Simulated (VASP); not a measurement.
Input of a VASP 6.6.1 run:

File INCAR:

```
ALGO = Fast
EDIFF = 1E-7
ENCUT = 520
GGA = PS
ISIF = 2
ISMEAR = -1
LASPH = True
LCHARG = False
LREAL = False
LWAVE = False
NBANDS = 21
NELM = 60
PREC = Accurate
SIGMA = 0.05
```

KPOINTS

```
k-points
0
Gamma
  6 6 6
```

Contents of POSCAR:

```
Pb
1.0
    0.0000000000      3.4390000555      3.4046100549
    3.4390000555      0.0000000000      3.4046100549
    3.4390000555      3.4390000555      0.0000000000
Pb
2
Direct
    0.2500000000      0.2500000000      0.2500000000
    0.0000000000      0.0000000000      0.0000000000
```

Potentials or basis: VASP PAW PBE potentials, release 64 (Pb_d).

The run is started by

```sh
$ cat potpaw_PBE.64/Pb_d/POTCAR > POTCAR
$ mpirun -np 1 vasp_std > vasp.out
```

Q: Predict the band gap on the k mesh.

A: Zero (band 14 reaches 4.64 eV, above the bottom of band 15 at 3.53 eV).

Q: What does it give for the pressure?

A: 0.8 GPa.

Caveat: the PAW data sets were made with another functional, which shifts forces and pressure a little; spin-orbit coupling is left out, which moves the levels of the heavy elements.
